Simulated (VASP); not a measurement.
Write the native input for VASP 6.6.1 that does the following.

```yaml
Task: single point
Functional: LDA
Potentials_or_basis: VASP PAW LDA potentials, release 64 (Si, C)
Cutoff: 520 eV
k_mesh: 10 × 10 × 5
Occupations: fermi-dirac, width 0.05 eV
Spin: no spin polarisation
Dipole_correction: no
Further_INCAR_settings: ALGO = Normal; EDIFF = 1e-06; NBANDS = 16
```

The structure of SiC (Moissanite) lies in POSCAR:

```
SiC
1.0
    3.0963714546      0.0000000000      0.0000000000
   -1.5481857273      2.6815363392      0.0000000000
    0.0000000000      0.0000000000      5.0814314379
Si C
2 2
Direct
    0.6666666667      0.3333333333      0.5000000000
    0.3333333333      0.6666666667      0.0000000000
    0.6666666667      0.3333333333      0.8850000000
    0.3333333333      0.6666666667      0.3850000000
```

The input as run:

INCAR

```
  PREC = Accurate
  ENCUT = 520
  EDIFF = 1E-6
  ISMEAR = -1
  SIGMA = 0.05
  LREAL = F
  LASPH = T
  NELM = 100
  ALGO = Normal
  ISIF = 2
  LWAVE = F
  LCHARG = T
  GGA = CA
  LELF = T
  LVHAR = T
  NBANDS = 16
```

KPOINTS

```
Automatic mesh
0
Gamma
  10 10 5
```

Potentials or basis: VASP PAW LDA potentials, release 64 (Si, C).

Command:

```console
$ cat potpaw_LDA.64/Si/POTCAR potpaw_LDA.64/C/POTCAR > POTCAR
$ mpirun -np 1 vasp_std > vasp.out
```

It gave:

```yaml
Pressure: -7.7 GPa
Largest_force: 0.705 eV/Å
Band_gap_on_the_k_mesh: 2.39 eV, indirect (least direct gap 3.93 eV)
```

It took 36 s on 1 thread of Intel Xeon 8259CL (shared host), peak memory 0.15 GiB.
